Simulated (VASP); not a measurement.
Sn3Se, 4 atoms in the cell. Symmetry: I4/mmm, No. 139, tetragonal system. Conventional cell: a = 5.491 Å, b = 5.491 Å, c = 7.466 Å, α = 90.00°, β = 90.00°, γ = 90.00°. Within 4.4 Å of Sn (site symmetry 4/mmm) lie 8 Sn at 3.32 Å and 6 Se at 3.73 to 3.88 Å. Sn (site symmetry -4m2) has 10 Sn at 3.32 to 3.88 Å and 4 Se at 3.32 Å within 4.4 Å. Within 4.4 Å of Se (site symmetry 4/mmm) lie 14 Sn at 3.32 to 3.88 Å. 

```yaml
Program: VASP 6.6.1
Task: single point
Functional: PBEsol
Potentials_or_basis: VASP PAW PBE potentials, release 64 (Sn_d, Se)
Cutoff: 520 eV
k_mesh: 5 × 5 × 5
Occupations: fermi-dirac, width 0.05 eV
Spin: no spin polarisation
Dipole_correction: no
Further_INCAR_settings: ALGO = Normal; EDIFF = 1e-06; NBANDS = 32
```

Potentials or basis: VASP PAW PBE potentials, release 64 (Sn_d, Se).

Run with:

```bash
$ cat potpaw_PBE.64/Sn_d/POTCAR potpaw_PBE.64/Se/POTCAR > POTCAR
$ mpirun -np 1 vasp_std > vasp.out
```

Hardware: 1 thread of AMD EPYC 9R45 96-Core Processor (Zen 5), with other jobs on the host.

**Question.** Estimate the wall time of this run.

**Answer.** It took 32 s on 1 thread of AMD EPYC 9R45 96-Core Processor (Zen 5) (shared host), peak memory 0.23 GiB. Counts: scf iterations 12, k points 18.
